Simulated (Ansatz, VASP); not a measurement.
## TePb in VASP and in Ansatz

```
Pb Te
1.0
     0.00000    3.19044    3.19044
     3.19044    0.00000    3.19044
     3.19044    3.19044    0.00000
Pb Te
1 1
Direct
  0.00000 0.00000 0.00000
  0.50000 0.50000 0.50000
```

Alike in both runs: functional LDA; k mesh 10 × 10 × 10; occupations gaussian, width 0.02 eV; no spin polarisation.

Ansatz relaxed the structure, and its values are those at the end. VASP's run is a single point on that final structure, the one shown.

|  | VASP | Ansatz |
| --- | --- | --- |
| version | VASP 6.6.1 | Ansatz 0.2.0 |
| potentials or method | VASP PAW LDA potentials, release 64 (Pb_d, Te), cutoff 500 eV | scalar-relativistic, plane waves, PAW |
| valence electrons in the cell | 20 | 30 |

```csv
,VASP,Ansatz,Ansatz less VASP
gap on the k mesh at the Fermi level (eV),0.55,0.58,+0.022
least direct gap on the mesh (eV),0.55,0.58,+0.022
pressure (GPa),0.1,0.0,-0.07
```

Ansatz warns that its potentials were made for another functional, while VASP's fit it. LDA's correlation is that of Perdew and Zunger in VASP and of Perdew and Wang (1992) in Ansatz. VASP's potentials hold 20 valence electrons a cell and Ansatz's 30, so a difference there can come from the potentials and not from the codes.

Neither program's run includes spin-orbit coupling.
